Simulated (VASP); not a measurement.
BaF2:

```xyz
3
Lattice="0.0000 3.0972 3.0972 3.0972 0.0000 3.0972 3.0972 3.0972 0.0000" Properties=species:S:1:pos:R:3 pbc="T T T"
Ba    0.0000    0.0000    0.0000
F     1.5486    1.5486    1.5486
F     4.6457    4.6457    4.6457
```

Base run:

* Program: VASP 6.6.1
* Functional: HSE06
* Potentials or basis: VASP PAW PBE potentials, release 64 (Ba_sv, F)
* Cutoff: 520 eV
* k mesh: 6 × 6 × 6
* Occupations: gaussian, width 0.01 eV
* Spin: no spin polarisation

Its results: band gap on the k mesh 8.72 eV, indirect (least direct gap 8.79 eV); pressure 1.4 GPa.

Q: The run is repeated on the same cell with these changes: functional from HSE06 to PBE; cutoff from 520 eV to 600 eV. What comes out?

A: Band gap on the k mesh 6.79 eV, indirect (least direct gap 6.86 eV); pressure 2.5 GPa.

HSE06 gives the wider gap, since exact exchange removes part of the self-interaction.

Caveats: spin-orbit coupling is left out, which moves the levels of the heavy elements; the PAW data sets were made with another functional, which shifts forces and pressure a little (some runs).

A k mesh can miss the band edges.
